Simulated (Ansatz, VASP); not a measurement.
One calculation of MgO, two programs

```
CELL_PARAMETERS angstrom
0.00000 2.10850 2.10850
2.10850 0.00000 2.10850
2.10850 2.10850 0.00000
ATOMIC_POSITIONS crystal
Mg 0.00000 0.00000 0.00000
O 0.50000 0.50000 0.50000
```

Alike in both runs: task single point; functional PBE; k mesh 12 × 12 × 12; occupations gaussian, width 0.05 eV; no spin polarisation.

|  | VASP | Ansatz |
| --- | --- | --- |
| version | VASP 6.6.1 | Ansatz 0.2.0 |
| potentials or method | VASP PAW PBE potentials, release 64 (Mg, O), cutoff 520 eV | scalar-relativistic, plane waves, PAW |
| valence electrons in the cell | 8 | 16 |

Ansatz gave:

- gap on the k mesh at the Fermi level (eV): 4.71
- pressure (GPa): 4.1

Q: What did VASP give for the same quantities?

A: gap on the k mesh at the Fermi level (eV): 4.69; pressure (GPa): 3.4.

VASP's potentials hold 8 valence electrons a cell and Ansatz's 16, so a difference there can come from the potentials and not from the codes.
